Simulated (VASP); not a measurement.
Input of a VASP 6.6.1 run:

The input INCAR:

```
SYSTEM = Ir
PREC = Accurate
ENCUT = 520
EDIFF = 1E-6
ISMEAR = -1
SIGMA = 0.08
LREAL = .FALSE.
LASPH = .TRUE.
NELM = 60
ALGO = Normal
ISIF = 2
LWAVE = .FALSE.
LCHARG = .FALSE.
NBANDS = 10
```

File KPOINTS:

```
Automatic mesh
0
G
  20 20 20
  0 0 0
```

The input POSCAR:

```
Ir
1.0
   -1.5303332831      1.5303332831      1.5303332831
    1.5303332831     -1.5303332831      1.5303332831
    1.5303332831      1.5303332831     -1.5303332831
Ir
1
Direct
    0.0000000000      0.0000000000      0.0000000000
```

Potentials or basis: VASP PAW LDA potentials, release 64 (Ir).

Run with:

```sh
$ cat potpaw_LDA.64/Ir/POTCAR > POTCAR
$ mpirun -np 1 vasp_std > vasp.out
```

Problem. What does it give for the band gap on the k mesh?

Solution. Zero (an odd number of electrons rules out a gap without spin polarisation).

Problem. Predict the pressure.

Solution. 2.2 GPa.

Caveat: spin-orbit coupling is left out, which moves the levels of the heavy elements.
